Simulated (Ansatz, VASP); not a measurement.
# Ta4O: VASP beside Ansatz

Contents of INCAR:

```
ALGO = Normal
EDIFF = 1E-6
EDIFFG = -0.005
ENCUT = 600
GGA = PS
IBRION = 2
ISIF = 3
ISMEAR = 0
LASPH = True
LCHARG = False
LREAL = False
LWAVE = False
NELM = 60
NSW = 100
PREC = Accurate
SIGMA = 0.1
```

KPOINTS

```
k-points
0
Gamma
  6 6 4
```

Contents of POSCAR:

```
Ta4O
1.0
    3.2574970000      0.0000000000      0.0000000000
    0.0000000000      3.2574970000      0.0000000000
    0.0000000000      0.0000000000      7.4093410000
Ta O
4 1
Direct
   -0.0431069379      0.0532490306      0.4997162780
    0.4864811606      0.5229431957      0.7463814684
    0.5029277173      0.4542939758      0.2198485165
   -0.0690684858     -0.0513193979      0.0028443373
    0.5037087513      0.4583335547      0.4646474650
```

Input for Ansatz:

```yaml
crystal:
  lattice:
    - [3.257497, 0.0, 0.0]
    - [0.0, 3.257497, 0.0]
    - [0.0, 0.0, 7.409341]
  atoms:
    - { symbol: Ta, position: [-0.0431069379, 0.0532490306, 0.499716278] }
    - { symbol: Ta, position: [0.4864811606, 0.5229431957, 0.7463814684] }
    - { symbol: Ta, position: [0.5029277173, 0.4542939758, 0.2198485165] }
    - { symbol: Ta, position: [-0.0690684858, -0.0513193979, 0.0028443373] }
    - { symbol: O, position: [0.5037087513, 0.4583335547, 0.464647465] }
basis:
  ecutwfc: 420
kpoints:
  mp_grid: { grid: [6, 6, 4] }
hamiltonian:
  xc: pbesol
scf:
  occupations: { method: gaussian, width: 0.1 }
output:
  forces: true
  stress: true
  eigenvalues: true
relax:
  adjacent_minimum: "off"
  f_tol: 0.005
  max_steps: 100
  cell: { stress_tol: 0.05 }
```

Alike in both runs: task relaxation of cell and atoms; functional PBEsol; k mesh 6 × 6 × 4; occupations gaussian, width 0.1 eV; no spin polarisation.

|  | VASP | Ansatz |
| --- | --- | --- |
| version | VASP 6.6.1 | Ansatz 0.2.0 |
| potentials or method | VASP PAW PBE potentials, release 64 (Ta_pv, O), cutoff 600 eV | scalar-relativistic, plane waves, PAW |
| valence electrons in the cell | 50 | 58 |

Ansatz gave:

* gap on the k mesh at the Fermi level, each at its own relaxed structure (eV): none
* relaxed volume (Å³/atom): 15.14
* relaxed length of the cell vector where the two differ most in proportion (Å): 3.205

Task: Which values does VASP return?

Result: gap on the k mesh at the Fermi level, each at its own relaxed structure (eV): none; relaxed volume (Å³/atom): 15.16; relaxed length of the cell vector where the two differ most in proportion (Å): 3.207.

VASP's potentials were made for PBE, not for PBEsol. A gap of «none» marks a metal or a gap that the smearing closes. VASP's potentials hold 50 valence electrons a cell and Ansatz's 58, so a difference there can come from the potentials and not from the codes.

Neither program's run includes spin-orbit coupling.
